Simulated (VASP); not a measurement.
# GaN (Cmc2_1) in VASP: further runs

The runs below take GaN through single point, with PBEsol.

All numbers are computed with VASP 6.6.1; they aren't measurements. Logs are shortened: lines on timing, memory, paths and dates and some standing lists are left out, and cuts for length are marked.

## (1) The cell of the first run

Symmetry: Cmc2_1, No. 36, orthorhombic system. Conventional cell: a = 3.114 Å, b = 5.627 Å, c = 4.983 Å, α = 90.00°, β = 90.00°, γ = 90.00°. Ga (site symmetry m) has 4 N at 1.92 to 1.93 Å within 2.5 Å. Within 2.5 Å of N (site symmetry m) lie 4 Ga at 1.92 to 1.93 Å.

## (2) Single point, PBEsol

INCAR reads:

```
SYSTEM = GaN
PREC = Accurate
ENCUT = 520
EDIFF = 1E-6
ISMEAR = 0
SIGMA = 0.02
LREAL = .False.
LASPH = .True.
NELM = 100
ALGO = Normal
ISIF = 2
LWAVE = .False.
LCHARG = .True.
GGA = PS
LELF = .True.
LVHAR = .True.
NBANDS = 26
```

KPOINTS reads:

```
regular mesh
0
Gamma
  10 6 10
  0 0 0
```

POSCAR reads:

```
GaN
1.0
    3.1138126617      0.0000000000      0.0000000000
    0.0000000000      4.9833864624      0.0000000000
    1.5569063308      0.0000000000      2.8132892622
Ga N
2 2
Direct
    0.3346705953      0.0047105125      0.3306588094
    0.6653294047      0.5047105125      0.6693411906
    0.3375875524      0.6202894875      0.3248248951
    0.6624124476      0.1202894875      0.6751751049
```

Potentials or basis: VASP PAW PBE potentials, release 64 (Ga_d, N).

Command:

```sh
cat potpaw_PBE.64/Ga_d/POTCAR potpaw_PBE.64/N/POTCAR > POTCAR
mpirun -np 1 vasp_std > vasp.out
```

OUTCAR:

```text
SYSTEM = GaN
   PREC = Accurate
   ENCUT = 520
   EDIFF = 1E-6
   ISMEAR = 0
   LREAL = .False.
   LASPH = .True.
   NELM = 100
   ISIF = 2
   GGA = PS

 ion  position               nearest neighbor table
   1  0.335  0.005  0.331-   3 1.92   4 1.92   4 1.92   4 1.93
   2  0.665  0.505  0.669-   4 1.92   3 1.92   3 1.92   3 1.93
   3  0.338  0.620  0.325-   1 1.92   2 1.92   2 1.92   2 1.93
   4  0.662  0.120  0.675-   2 1.92   1 1.92   1 1.92   1 1.93

  LATTYP: Found a base centered orthorhombic cell.
 ALAT       =     3.1138126617
 B/A-ratio  =     1.8069740012
 C/A-ratio  =     1.6004130639

  Lattice vectors:

 A1 = (  -1.5569063308,   0.0000000000,  -2.8132892622)
 A2 = (  -1.5569063309,   0.0000000000,   2.8132892622)
 A3 = (   0.0000000000,   4.9833864624,   0.0000000000)

Analysis of symmetry for initial positions (statically):
=====================================================================
 Subroutine PRICEL returns:
 Original cell was already a primitive cell.

 Routine SETGRP: Setting up the symmetry group for a
 base centered orthorhombic supercell.

 Subroutine GETGRP returns: Found  4 space group operations
 (whereof  2 operations were pure point group operations)
 out of a pool of  8 trial point group operations.

The static configuration has the point symmetry C_1h.
 The point group associated with its full space group is C_2v.

Analysis of symmetry for dynamics (positions and initial velocities):
=====================================================================
 Subroutine PRICEL returns:
 Original cell was already a primitive cell.

 Routine SETGRP: Setting up the symmetry group for a
 base centered orthorhombic supercell.

 Subroutine GETGRP returns: Found  4 space group operations
 (whereof  2 operations were pure point group operations)
 out of a pool of  8 trial point group operations.

The dynamic configuration has the point symmetry C_1h.
 The point group associated with its full space group is C_2v.

 Subroutine INISYM returns: Found  4 space group operations
 (whereof  2 operations are pure point group operations),
 and found     1 'primitive' translations

----------------------------------------------------------------------------------------

                                     Primitive cell

  volume of cell :      43.6547

  direct lattice vectors                    reciprocal lattice vectors
     3.113812662  0.000000000  0.000000000     0.321149699  0.000000000 -0.177727903
     0.000000000  4.983386462  0.000000000     0.000000000  0.200666757  0.000000000
     1.556906331  0.000000000  2.813289262     0.000000000  0.000000000  0.355455805

  length of vectors
     3.113812662  4.983386462  3.215362156     0.367048140  0.200666757  0.355455805

  position of ions in fractional coordinates (direct lattice)
     0.334670595  0.004710512  0.330658809
     0.665329405  0.504710512  0.669341191
     0.337587552  0.620289488  0.324824895
     0.662412448  0.120289488  0.675175105

  ion indices of the primitive-cell ions
   primitive index   ion index
                 1           1
                 2           2
                 3           3
                 4           4

----------------------------------------------------------------------------------------

 KPOINTS: regular mesh

Automatic generation of k-mesh.
 Grid dimensions read from file:
 generate k-points for:   10    6   10

 Generating k-lattice:

  Cartesian coordinates                     Fractional coordinates (reciprocal lattice)
     0.032114970  0.000000000 -0.017772790     0.100000000  0.000000000  0.000000000
     0.000000000  0.033444459  0.000000000     0.000000000  0.166666667  0.000000000
     0.000000000  0.000000000  0.035545581     0.000000000  0.000000000  0.100000000

  Length of vectors
     0.036704814  0.033444459  0.035545581

  Shift w.r.t. Gamma in fractional coordinates (k-lattice)
     0.000000000  0.000000000  0.000000000

 Subroutine IBZKPT returns following result:
 ===========================================

 Found    124 irreducible k-points:

 Following reciprocal coordinates:
            Coordinates               Weight
  0.000000  0.000000  0.000000      1.000000
  0.100000  0.000000 -0.000000      4.000000
  0.200000  0.000000 -0.000000      4.000000
  0.300000  0.000000 -0.000000      4.000000
  0.400000  0.000000 -0.000000      4.000000
  0.500000  0.000000 -0.000000      2.000000
[... 16 lines left out ...]
  0.400000  0.500000 -0.000000      4.000000
  0.500000  0.500000 -0.000000      2.000000
 [... further k-points ...]
   k-points           NKPTS =    124   k-points in BZ     NKDIM =    124   number of bands    NBANDS=     26
   number of dos      NEDOS =    301   number of ions     NIONS =      4
   total plane-waves  NPLWV =  23040
   dimension x,y,z NGX =    24 NGY =   40 NGZ =   24
   dimension x,y,z NGXF=    48 NGYF=   80 NGZF=   48
   ions per type =               2   2
   NGX,Y,Z   is equivalent  to a cutoff of  12.81, 13.34, 12.41 a.u.
   NGXF,Y,Z  is equivalent  to a cutoff of  25.63, 26.69, 24.82 a.u.
 SYSTEM =  GaN
   PREC   = accura    normal or accurate (medium, high low for compatibility)
   ISTART =      0    job   : 0-new  1-cont  2-samecut
   ICHARG =      2    charge: 1-file 2-atom 10-const
   ISPIN  =      1    spin polarized calculation?
   LNONCOLLINEAR =      F non collinear calculations
   LSORBIT =      F    spin-orbit coupling
   LASPH  =      T    aspherical Exc in radial PAW
   ENCUT  =  520.0 eV  38.22 Ry    6.18 a.u.   5.79  9.27  5.98*2*pi/ulx,y,z
   NELM   =    100;   NELMIN=  2; NELMDL= -5     # of ELM steps
   EDIFF  = 0.1E-05   stopping-criterion for ELM
   LREAL  =      F    real-space projection
   EDIFFG = 0.1E-04   stopping-criterion for IOM
   NSW    =      0    number of steps for IOM
   IBRION =     -1    ionic relax: 0-MD 1-quasi-New 2-CG
   NFREE  =      0    steps in history (QN), initial steepest desc. (CG)
   ISIF   =      2    stress and relaxation
   ISYM   =      2    0-nonsym 1-usesym 2-fastsym
   POTIM  = 0.5000    time-step for ionic-motion
   TEBEG  =    0.0;   TEEND  =   0.0 temperature during run
   PSTRESS=    0.0 pullay stress
   NELECT =      36.0000    total number of electrons
   NUPDOWN=      -1.0000    fix difference up-down
   EMIN   =  10.00;   EMAX   =-10.00  energy-range for DOS
   EFERMI =   0.00;   METHOD = LEGACY
   ISMEAR =     0;   SIGMA  =   0.02  broadening in eV -4-tet -1-fermi 0-gaus
   EFERMI_NEDOS =   21; number of points for ismear=-14 and -15
   IALGO  =     38    algorithm
   IMIX   =      4    mixing-type and parameters
     AMIX     =   0.40;   BMIX     =  1.00
     AMIX_MAG =   1.60;   BMIX_MAG =  1.00
  volume/ion in A,a.u.               =      10.91        73.65
  Fermi-wavevector in a.u.,A,eV,Ry     =   1.535201  2.901109 32.066775  2.356841
  Thomas-Fermi vector in A             =   2.642022
   LORBIT       =      0    0 simple, 1 ext, 2 COOP (PROOUT), +10 PAW based schemes
   GGA     = PS    functional components
   LHFCALC =     F    Hartree Fock is set to
   AEXX    =    0.0000 exact exchange contribution
   IVDW    =     0    specifies the selected vdW correction
   LEPSILON=     F    determine dielectric tensor
   LRPA    =     F    only Hartree local field effects (RPA)
 non-spin polarized calculation
 Gauss-broadening in eV      SIGMA  =   0.02
  energy-cutoff  :      520.00
  volume of cell :       43.65
 maximum number of plane-waves:      1196
   NGX = 11   NGY = 19   NGZ = 11

 number of electron      36.0000010 magnetization

 Free energy of the ion-electron system (eV)
  ---------------------------------------------------
  ext. energy  EPLUGINS =         0.00000000
  ---------------------------------------------------
  free energy    TOTEN  =       -26.15569753 eV

  energy without entropy =      -26.15569753  energy(sigma->0) =      -26.15569753

 E-fermi :   5.9481     XC(G=0): -12.1506

 val. band max:        5.8008686793   @ k =   0.0000   0.0000   0.0000
 cond. band min:       7.8873212046   @ k =   0.0000   0.0000   0.0000
 fundamental gap:      2.0864525254
 Fermi energy:         5.9480970126

 k-point     1 :       0.0000    0.0000    0.0000
  band No.  band energies     occupation
      1     -10.6823      2.00000
      2      -9.5572      2.00000
      3      -7.7546      2.00000
      4      -7.7378      2.00000
      5      -7.7179      2.00000
      6      -7.6747      2.00000
[... 18 lines left out ...]
     25      17.4778      0.00000
     26      17.5598      0.00000

 k-point     2 :       0.1000    0.0000   -0.0000
  band No.  band energies     occupation
      1     -10.5741      2.00000
      2      -9.5286      2.00000
      3      -7.7390      2.00000
      4      -7.7249      2.00000
      5      -7.6934      2.00000
      6      -7.6524      2.00000
[... 18 lines left out ...]
     25      17.4905      0.00000
     26      17.6871      0.00000

 k-point     3 :       0.2000    0.0000   -0.0000
  band No.  band energies     occupation
      1     -10.2876      2.00000
      2      -9.4633      2.00000
      3      -7.6958      2.00000
      4      -7.6929      2.00000
      5      -7.6328      2.00000
      6      -7.5844      2.00000
[... 18 lines left out ...]
     25      17.4373      0.00000
     26      18.1583      0.00000

 k-point     4 :       0.3000    0.0000   -0.0000
  band No.  band energies     occupation
      1      -9.9406      2.00000
      2      -9.4032      2.00000
      3      -7.6714      2.00000
      4      -7.6684      2.00000
      5      -7.5788      2.00000
      6      -7.5141      2.00000
[... 18 lines left out ...]
     25      17.1404      0.00000
     26      18.8876      0.00000

 k-point     5 :       0.4000    0.0000   -0.0000
  band No.  band energies     occupation
      1      -9.6854      2.00000
      2      -9.3728      2.00000
      3      -7.6761      2.00000
      4      -7.6634      2.00000
      5      -7.5529      2.00000
      6      -7.4892      2.00000
[... 18 lines left out ...]
     25      17.6642      0.00000
     26      19.5923      0.00000

 k-point     6 :       0.5000    0.0000   -0.0000
  band No.  band energies     occupation
      1      -9.5973      2.00000
      2      -9.3668      2.00000
      3      -7.6829      2.00000
      4      -7.6640      2.00000
      5      -7.5436      2.00000
      6      -7.4901      2.00000
[... 427 lines left out ...]
 k-point    21 :       0.2000    0.5000   -0.0000
  band No.  band energies     occupation
      1      -9.7464      2.00000
      2      -9.7464      2.00000
      3      -7.6755      2.00000
      4      -7.6755      2.00000
      5      -7.6490      2.00000
      6      -7.6490      2.00000
[... 18 lines left out ...]
     25      16.9493      0.00000
     26      16.9493      0.00000

 k-point    22 :       0.3000    0.5000   -0.0000
  band No.  band energies     occupation
      1      -9.5586      2.00000
      2      -9.5586      2.00000
      3      -7.6699      2.00000
      4      -7.6699      2.00000
      5      -7.5917      2.00000
      6      -7.5917      2.00000
[... 18 lines left out ...]
     25      17.6090      0.00000
     26      17.6090      0.00000

 k-point    23 :       0.4000    0.5000   -0.0000
  band No.  band energies     occupation
      1      -9.4395      2.00000
      2      -9.4395      2.00000
      3      -7.6865      2.00000
      4      -7.6865      2.00000
      5      -7.5531      2.00000
      6      -7.5531      2.00000
[... 18 lines left out ...]
     25      17.9589      0.00000
     26      17.9589      0.00000

 k-point    24 :       0.5000    0.5000   -0.0000
  band No.  band energies     occupation
      1      -9.4021      2.00000
      2      -9.4021      2.00000
      3      -7.6947      2.00000
      4      -7.6947      2.00000
      5      -7.5415      2.00000
      6      -7.5415      2.00000
[... 18 lines left out ...]
     25      18.0522      0.00000
     26      18.0522      0.00000

 [... further k-points ...]

------------------------ aborting loop because EDIFF is reached ----------------------------------------

  FORCE on cell =-STRESS in cart. coord.  units (eV):
  Direction    XX          YY          ZZ          XY          YZ          ZX
  --------------------------------------------------------------------------------------
  -------------------------------------------------------------------------------------
  Total        2.5138287      4.2123688     -0.0772126      0.0000000      0.0000000      0.0000000
  in kB       92.2602916    154.5985898     -2.8337887      0.0000000      0.0000000      0.0000000
  external PRESSURE =      81.3416976 kB  Pullay stress =       0.0000000 kB

 VOLUME and BASIS-vectors are now :
 -----------------------------------------------------------------------------
  energy-cutoff  :      520.00
  volume of cell :       43.65
      direct lattice vectors                 reciprocal lattice vectors
     3.113812662  0.000000000  0.000000000     0.321149699  0.000000000 -0.177727903
     0.000000000  4.983386462  0.000000000     0.000000000  0.200666757  0.000000000
     1.556906331  0.000000000  2.813289262     0.000000000  0.000000000  0.355455805

 POSITION                                       TOTAL-FORCE (eV/Angst)
 -----------------------------------------------------------------------------------
      1.55691      0.02347      0.93024        -0.000000     -0.004004      0.001682
      3.11381      2.51517      1.88305         0.000000     -0.004004     -0.001682
      1.55691      3.09114      0.91383        -0.000000      0.004004      0.001515
      3.11381      0.59945      1.89946         0.000000      0.004004     -0.001515
 -----------------------------------------------------------------------------------
    total drift:                                0.000006     -0.000060      0.000013

  FREE ENERGIE OF THE ION-ELECTRON SYSTEM (eV)
  ---------------------------------------------------
  free  energy   TOTEN  =       -26.1556975300 eV

  energy  without entropy=      -26.1556975300  energy(sigma->0) =      -26.15569753
```

Wall time 48 s (1 thread of Intel Xeon 6975P-C (Granite Rapids), shared host); peak memory 0.24 GiB.

Results:

* Free energy: -26.1557 eV
* Pressure: 8.1 GPa
* Largest force: 0.004 eV/Å
* Band gap on the k mesh: 2.09 eV, direct

Forces on the atoms (eV/Å):
```
Ga   0.000 -0.004  0.002
Ga   0.000 -0.004 -0.002
N    0.000  0.004  0.002
N    0.000  0.004 -0.002
```

Caveat: the PAW data sets were made with another functional, which shifts forces and pressure a little.

## (3) Single point, PBEsol

This run uses another cell than the first one, of 11.09 Å³/atom, 1.017 times its volume.

INCAR reads:

```
PREC = Accurate ; ENCUT = 520
EDIFF = 1E-6 ; ISMEAR = 0
SIGMA = 0.02 ; LREAL = F
LASPH = T ; NELM = 80
ALGO = Normal ; ISIF = 2
LWAVE = F ; LCHARG = F
GGA = PS ; NBANDS = 26
```

KPOINTS reads:

```
regular mesh
0
Gamma
  10 6 10
```

POSCAR reads:

```
GaN
1.0
    3.1138126617      0.0000000000      0.0000000000
    0.0000000000      4.9833864624      0.0000000000
    1.5569063308      0.0000000000      2.8599449147
Ga N
2 2
Direct
    0.3333333333      0.0008058930      0.3333333333
    0.6666666667      0.5008058930      0.6666666667
    0.3333333333      0.6241941070      0.3333333333
    0.6666666667      0.1241941070      0.6666666667
```

Potentials or basis: VASP PAW PBE potentials, release 64 (Ga_d, N).

Command:

```sh
cat potpaw_PBE.64/Ga_d/POTCAR potpaw_PBE.64/N/POTCAR > POTCAR
mpirun -np 1 vasp_std > vasp.out
```

OUTCAR:

```text
PREC = Accurate
   ENCUT = 520
   EDIFF = 1E-6
   ISMEAR = 0
   LREAL = F
   LASPH = T
   NELM = 80
   ISIF = 2
   GGA = PS

 ion  position               nearest neighbor table
   1  0.333  0.001  0.333-   3 1.88   4 1.93   4 1.93   4 2.00
   2  0.667  0.501  0.667-   4 1.88   3 1.93   3 1.93   3 2.00
   3  0.333  0.624  0.333-   1 1.88   2 1.93   2 1.93   2 2.00
   4  0.667  0.124  0.667-   2 1.88   1 1.93   1 1.93   1 2.00

  LATTYP: Found a base centered orthorhombic cell.
 ALAT       =     3.1138126617
 B/A-ratio  =     1.8369408988
 C/A-ratio  =     1.6004130639

  Lattice vectors:

 A1 = (  -1.5569063308,   0.0000000000,  -2.8599449147)
 A2 = (  -1.5569063309,   0.0000000000,   2.8599449147)
 A3 = (   0.0000000000,   4.9833864624,   0.0000000000)

Analysis of symmetry for initial positions (statically):
=====================================================================
 Subroutine PRICEL returns:
 Original cell was already a primitive cell.

 Routine SETGRP: Setting up the symmetry group for a
[... 171 lines left out ...]

  energy without entropy =      -26.09264555  energy(sigma->0) =      -26.09264555

 E-fermi :   5.6914     XC(G=0): -12.0576

 val. band max:        5.6029164912   @ k =   0.0000   0.0000   0.0000
 cond. band min:       7.5632091716   @ k =   0.0000   0.0000   0.0000
 fundamental gap:      1.9602926803
 Fermi energy:         5.6914141087

 k-point     1 :       0.0000    0.0000    0.0000
  band No.  band energies     occupation
      1     -10.7476      2.00000
      2      -9.6558      2.00000
      3      -7.9335      2.00000
      4      -7.9093      2.00000
      5      -7.8897      2.00000
      6      -7.8239      2.00000
[... 685 lines left out ...]
     25      17.5434      0.00000
     26      17.5434      0.00000

 [... further k-points ...]

------------------------ aborting loop because EDIFF is reached ----------------------------------------

  FORCE on cell =-STRESS in cart. coord.  units (eV):
  Direction    XX          YY          ZZ          XY          YZ          ZX
  --------------------------------------------------------------------------------------
  -------------------------------------------------------------------------------------
  Total        2.2410103      5.2386691     -2.6891709      0.0000000      0.0000000      0.0000000
  in kB       80.9058116    189.1284352    -97.0854776      0.0000000      0.0000000      0.0000000
  external PRESSURE =      57.6495897 kB  Pullay stress =       0.0000000 kB

 VOLUME and BASIS-vectors are now :
 -----------------------------------------------------------------------------
  energy-cutoff  :      520.00
  volume of cell :       44.38
      direct lattice vectors                 reciprocal lattice vectors
     3.113812662  0.000000000  0.000000000     0.321149699  0.000000000 -0.174828542
     0.000000000  4.983386462  0.000000000     0.000000000  0.200666757  0.000000000
     1.556906331  0.000000000  2.859944915     0.000000000  0.000000000  0.349657084

 POSITION                                       TOTAL-FORCE (eV/Angst)
 -----------------------------------------------------------------------------------
      1.55691      0.00402      0.95331         0.000000      0.613826     -0.400287
      3.11381      2.49571      1.90663        -0.000000      0.613826      0.400287
      1.55691      3.11060      0.95331         0.000000     -0.613826     -0.487551
      3.11381      0.61891      1.90663        -0.000000     -0.613826      0.487551
 -----------------------------------------------------------------------------------
    total drift:                                0.000003      0.000181      0.000007

  FREE ENERGIE OF THE ION-ELECTRON SYSTEM (eV)
  ---------------------------------------------------
  free  energy   TOTEN  =       -26.0926455524 eV

  energy  without entropy=      -26.0926455524  energy(sigma->0) =      -26.09264555
```

Run time: 44 s. Hardware: 1 thread of Intel Xeon 6975P-C (Granite Rapids), shared host; peak memory 0.24 GiB.

Results:

```yaml
Free_energy: -26.0926 eV
Pressure: 5.8 GPa
Largest_force: 0.784 eV/Å
Band_gap_on_the_k_mesh: 1.96 eV, direct
```

Forces on the atoms (eV/Å):
```
Ga   0.000  0.614 -0.400
Ga   0.000  0.614  0.400
N    0.000 -0.614 -0.488
N    0.000 -0.614  0.488
```

Caveat: the PAW data sets were made with another functional, which shifts forces and pressure a little.
